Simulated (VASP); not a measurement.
The system is As.

```
CELL_PARAMETERS angstrom
2.70368 0.00000 0.00000
0.00000 2.70368 0.00000
0.00000 0.00000 2.70368
ATOMIC_POSITIONS crystal
As 0.50000 0.50000 0.50000
```

```yaml
Program: VASP 6.6.1
Task: relaxation of cell and atoms
Functional: revPBE
Dispersion: D3(BJ)
Potentials_or_basis: VASP PAW PBE potentials, release 64 (As)
Cutoff: 600 eV
k_mesh: 7 × 7 × 7
Occupations: fermi-dirac, width 0.3 eV
Spin: no spin polarisation
```

At the start: pressure -3.0 GPa; volume 19.76 Å³/atom.

Problem. How do energy, volume and symmetry change on relaxing?

Solution. Over 17 steps the energy falls by 6.3 meV/atom and the volume is 19.11 Å³/atom (-3.3 %); space group Pm-3m (No. 221, to 0.05 Å).

The path:
| step | energy change (eV) | largest force (eV/Å) | pressure (GPa) | volume (Å³) |
| --- | --- | --- | --- | --- |
| 1 | 0.0000 | 0.0000 | -2.96 | 19.76 |
| 2 | -0.0041 | 0.0000 | 1.94 | 18.74 |
| 3 | -0.0063 | 0.0000 | 0.01 | 19.10 |
| 4 | -0.0063 | 0.0000 | -0.05 | 19.12 |
| 5 | -0.0063 | 0.0000 | -0.05 | 19.12 |
| 6 | -0.0063 | 0.0000 | -0.05 | 19.12 |
| 7 | -0.0063 | 0.0000 | -0.05 | 19.12 |
| 8 | -0.0063 | 0.0000 | -0.05 | 19.12 |
| 9 | -0.0063 | 0.0000 | -0.05 | 19.12 |
| 10 | -0.0063 | 0.0000 | -0.05 | 19.12 |
| 11 | -0.0063 | 0.0000 | -0.05 | 19.12 |
| 12 | -0.0063 | 0.0000 | -0.05 | 19.12 |
| 13 | -0.0063 | 0.0000 | -0.04 | 19.11 |
| 14 | -0.0063 | 0.0000 | -0.04 | 19.11 |
| 15 | -0.0063 | 0.0000 | -0.03 | 19.11 |
| 16 | -0.0063 | 0.0000 | 0.02 | 19.10 |
| 17 | -0.0063 | 0.0000 | 0.01 | 19.11 |

Final structure:
```
As
1.0
     2.67334    0.00000    0.00000
     0.00000    2.67334    0.00000
     0.00000    0.00000    2.67334
As
1
Direct
  0.50000 0.50000 0.50000
```

Caveat: the PAW data sets were made with another functional, which shifts forces and pressure a little; pairwise dispersion overbinds metals, which lowers pressure and volume.
